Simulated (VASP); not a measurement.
# CdSe (F-43m) in VASP: notebook, part 3 of 3

VASP 6.6.1.

### 5 Single point, PBEsol

This run uses another cell than the first one, of 25.99 Å³/atom, 1.236 times its volume.

File INCAR:

```
SYSTEM = CdSe
  PREC = Accurate
  ENCUT = 520
  EDIFF = 1E-7
  ISMEAR = -1
  SIGMA = 0.05
  LREAL = .False.
  LASPH = .True.
  NELM = 100
  ALGO = Normal
  ISIF = 2
  LWAVE = .False.
  LCHARG = .False.
  GGA = PS
  NBANDS = 16
```

File KPOINTS:

```
regular mesh
0
Gamma
  8 8 8
  0 0 0
```

File POSCAR:

```
CdSe
1.0
    0.0000000000      2.9620151146      2.9620151146
    2.9620151146      0.0000000000      2.9620151146
    2.9620151146      2.9620151146      0.0000000000
Cd Se
1 1
Direct
    0.0000000000      0.0000000000      0.0000000000
    0.2500000000      0.2500000000      0.2500000000
```

Potentials or basis: VASP PAW PBE potentials, release 64 (Cd, Se).

Run with:

```console
> cat potpaw_PBE.64/Cd/POTCAR potpaw_PBE.64/Se/POTCAR > POTCAR
> mpirun -np 1 vasp_std > vasp.out
```

OUTCAR:

```text
SYSTEM = CdSe
   PREC = Accurate
   ENCUT = 520
   EDIFF = 1E-7
   ISMEAR = -1
   LREAL = .False.
   LASPH = .True.
   NELM = 100
   ISIF = 2
   GGA = PS

 ion  position               nearest neighbor table
   1  0.000  0.000  0.000-   2 2.57   2 2.57   2 2.57   2 2.57
   2  0.250  0.250  0.250-   1 2.57   1 2.57   1 2.57   1 2.57

  LATTYP: Found a face centered cubic cell.
 ALAT       =     5.9240302292

  Lattice vectors:

 A1 = (   0.0000000000,   2.9620151146,   2.9620151146)
 A2 = (   2.9620151146,   0.0000000000,   2.9620151146)
 A3 = (   2.9620151146,   2.9620151146,   0.0000000000)

Analysis of symmetry for initial positions (statically):
=====================================================================
 Subroutine PRICEL returns:
 Original cell was already a primitive cell.

 Routine SETGRP: Setting up the symmetry group for a
 face centered cubic supercell.

 Subroutine GETGRP returns: Found 24 space group operations
 (whereof 24 operations were pure point group operations)
 out of a pool of 48 trial point group operations.

The static configuration has the point symmetry T_d .

Analysis of symmetry for dynamics (positions and initial velocities):
=====================================================================
 Subroutine PRICEL returns:
 Original cell was already a primitive cell.

 Routine SETGRP: Setting up the symmetry group for a
 face centered cubic supercell.

 Subroutine GETGRP returns: Found 24 space group operations
 (whereof 24 operations were pure point group operations)
 out of a pool of 48 trial point group operations.

The dynamic configuration has the point symmetry T_d .

 Subroutine INISYM returns: Found 24 space group operations
 (whereof 24 operations are pure point group operations),
 and found     1 'primitive' translations

[... 105 lines left out ...]
   NELECT =      18.0000    total number of electrons
   NUPDOWN=      -1.0000    fix difference up-down
   EMIN   =  10.00;   EMAX   =-10.00  energy-range for DOS
   EFERMI =   0.00;   METHOD = LEGACY
   ISMEAR =    -1;   SIGMA  =   0.05  broadening in eV -4-tet -1-fermi 0-gaus
   EFERMI_NEDOS =   21; number of points for ismear=-14 and -15
   IALGO  =     38    algorithm
   IMIX   =      4    mixing-type and parameters
     AMIX     =   0.40;   BMIX     =  1.00
     AMIX_MAG =   1.60;   BMIX_MAG =  1.00
  volume/ion in A,a.u.               =      25.99       175.37
  Fermi-wavevector in a.u.,A,eV,Ry     =   1.149657  2.172537 17.982982  1.321712
  Thomas-Fermi vector in A             =   2.286326
   LORBIT       =      0    0 simple, 1 ext, 2 COOP (PROOUT), +10 PAW based schemes
   GGA     = PS    functional components
   LHFCALC =     F    Hartree Fock is set to
   AEXX    =    0.0000 exact exchange contribution
   IVDW    =     0    specifies the selected vdW correction
   LEPSILON=     F    determine dielectric tensor
   LRPA    =     F    only Hartree local field effects (RPA)
 non-spin polarized calculation
  energy-cutoff  :      520.00
  volume of cell :       51.97
 maximum number of plane-waves:      1424
   NGX = 15   NGY = 15   NGZ = 15

 number of electron      18.0000001 magnetization

 Free energy of the ion-electron system (eV)
  ---------------------------------------------------
  ext. energy  EPLUGINS =         0.00000000
  ---------------------------------------------------
  free energy    TOTEN  =        -6.10515789 eV

  energy without entropy =       -6.10514757  energy(sigma->0) =       -6.10515273

 E-fermi :   1.8326     XC(G=0):  -9.4654

 val. band max:        1.4793041348   @ k =   0.0000   0.0000   0.0000
 cond. band min:       2.1166970122   @ k =   0.0000   0.0000   0.0000
 fundamental gap:      0.6373928774
 Fermi energy:         1.8326185881

 k-point     1 :       0.0000    0.0000    0.0000
  band No.  band energies     occupation
      1     -11.6303      2.00000
      2      -6.7483      2.00000
      3      -6.7483      2.00000
      4      -6.7483      2.00000
      5      -6.2733      2.00000
      6      -6.2733      2.00000
[... 433 lines left out ...]
      3      -6.5546      2.00000
      4      -6.3028      2.00000
      5      -6.2540      2.00000
      6      -5.8064      2.00000
[... 8 lines left out ...]
     15      13.2491      0.00000
     16      14.3199      0.00000

 [... further k-points ...]
[... 5 lines left out ...]
  --------------------------------------------------------------------------------------
  -------------------------------------------------------------------------------------
  Total        1.7566546      1.7566546      1.7566546     -0.0000000      0.0000000     -0.0000000
  in kB       54.1508351     54.1508351     54.1508351     -0.0000000      0.0000000     -0.0000000
  external PRESSURE =      54.1508351 kB  Pullay stress =       0.0000000 kB

 VOLUME and BASIS-vectors are now :
 -----------------------------------------------------------------------------
  energy-cutoff  :      520.00
  volume of cell :       51.97
      direct lattice vectors                 reciprocal lattice vectors
     0.000000000  2.962015115  2.962015115    -0.168804000  0.168804000  0.168804000
     2.962015115  0.000000000  2.962015115     0.168804000 -0.168804000  0.168804000
     2.962015115  2.962015115  0.000000000     0.168804000  0.168804000 -0.168804000

 POSITION                                       TOTAL-FORCE (eV/Angst)
 -----------------------------------------------------------------------------------
      0.00000      0.00000      0.00000         0.000000      0.000000      0.000000
      1.48101      1.48101      1.48101        -0.000000     -0.000000     -0.000000
 -----------------------------------------------------------------------------------
    total drift:                               -0.000000     -0.000000     -0.000000

  FREE ENERGIE OF THE ION-ELECTRON SYSTEM (eV)
  ---------------------------------------------------
  free  energy   TOTEN  =        -6.1051578872 eV

  energy  without entropy=       -6.1051475707  energy(sigma->0) =       -6.10515273
```

It took 33 s on 1 thread of Intel Xeon Platinum 8488C (Sapphire Rapids), shared host; peak memory 0.18 GiB.

Results:

```
Free energy            : -6.1052 eV
Pressure               : 5.4 GPa
Band gap on the k mesh : 0.64 eV, direct
```

Caveat: the PAW data sets were made with another functional, which shifts forces and pressure a little.

### 6 Single point, PBEsol

This run uses another cell than the first one, of 28.14 Å³/atom, 1.339 times its volume.

File INCAR:

```
SYSTEM = CdSe
PREC = Accurate ; ENCUT = 520
EDIFF = 1E-7 ; ISMEAR = -1
SIGMA = 0.05 ; LREAL = .False.
LASPH = .True. ; NELM = 80
ALGO = Normal ; ISIF = 2
LWAVE = .False. ; LCHARG = .True.
GGA = PS ; LELF = .True.
LVHAR = .True. ; NBANDS = 16
```

KPOINTS is that of step 5.

File POSCAR:

```
CdSe
1.0
    0.0000000000      3.0416953860      3.0416953860
    3.0416953860      0.0000000000      3.0416953860
    3.0416953860      3.0416953860      0.0000000000
Cd Se
1 1
Direct
    0.0000000000      0.0000000000      0.0000000000
    0.2500000000      0.2500000000      0.2500000000
```

Potentials or basis: VASP PAW PBE potentials, release 64 (Cd, Se).

Run with:

```console
> cat potpaw_PBE.64/Cd/POTCAR potpaw_PBE.64/Se/POTCAR > POTCAR
> mpirun -np 1 vasp_std > vasp.out
```

It took 32 s on 1 thread of Intel Xeon Platinum 8488C (Sapphire Rapids), shared host; peak memory 0.18 GiB.

The run converged. Its results:

| Item | Value |
| --- | --- |
| Free energy | -6.1771 eV |
| Pressure | 0.3 GPa |
| Band gap on the k mesh | 0.48 eV, direct |

Levels at points of the mesh, in eV from the valence-band top:
```tsv
k point	band 5	band 6	band 7	band 8	band 9	band 10	band 11	band 12	band 13	band 14
(0.00, 0.00, 0.00)	-7.53	-7.53	0.00	0.00	0.00	0.48	5.85	5.85	5.85	9.59
(0.50, 0.00, 0.00)	-7.51	-7.24	-4.45	-0.76	-0.76	2.29	6.36	6.36	7.28	9.87
(0.50, 0.50, 0.00)	-7.47	-7.18	-4.13	-1.88	-1.88	3.00	3.67	8.98	10.12	10.12
```

Caveat: the PAW data sets were made with another functional, which shifts forces and pressure a little. A hybrid or GW would open this gap; PBEsol tends to underestimate it.

### 7 Summary

```csv
cell,gap on the mesh (eV),pressure (GPa)
"a = 3.903 Å, angles 60.0°, 2 atoms",1.01,31.1
"a = 3.989 Å, angles 60.0°, 2 atoms",0.91,20.8
"a = 4.107 Å, angles 60.0°, 2 atoms",0.75,10.6
"a = 4.189 Å, angles 60.0°, 2 atoms",0.64,5.4
"a = 4.302 Å, angles 60.0°, 2 atoms",0.48,0.3
```

Alike in all rows: task single point; level PBEsol; potentials or basis VASP PAW PBE potentials, release 64 (Cd, Se); no spin polarisation; k mesh 8 × 8 × 8; cutoff (eV) 520; smearing fermi-dirac 0.05 eV.

Caveats: the PAW data sets were made with another functional, which shifts forces and pressure a little.

Total energies depend on the potentials used, so only differences within one code and one set of settings carry meaning.
